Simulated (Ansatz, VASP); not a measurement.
One calculation of BAs, two programs

```
B As
1.0
     0.00000    2.38850    2.38850
     2.43627    0.00000    2.38850
     2.43627    2.38850    0.00000
B As
1 1
Direct
  0.00000 0.00000 0.00000
  0.75000 0.75000 0.75000
```

Change from the starting cell: strain +0.0200 x Voigt [1, 0, 0, 0, 0, 0], atoms carried along.

Alike in both runs: task single point; functional PBE; k mesh 10 × 10 × 10; occupations gaussian, width 0.05 eV; no spin polarisation.

|  | VASP | Ansatz |
| --- | --- | --- |
| version | VASP 6.6.1 | Ansatz 0.2.0 |
| potentials or method | VASP PAW PBE potentials, release 64 (B, As), cutoff 520 eV | scalar-relativistic, plane waves, PAW |
| valence electrons in the cell | 8 | 18 |

```csv
,VASP,Ansatz,Ansatz less VASP
gap on the k mesh at the Fermi level (eV),1.05,1.06,+0.008
least direct gap on the mesh (eV),3.15,3.15,+0.004
pressure (GPa),0.7,0.1,-0.60
"traceless stress, the component that is largest in VASP (GPa)",-2.75,-2.76,-0.012
```

VASP's potentials hold 8 valence electrons a cell and Ansatz's 18, so a difference there can come from the potentials and not from the codes.
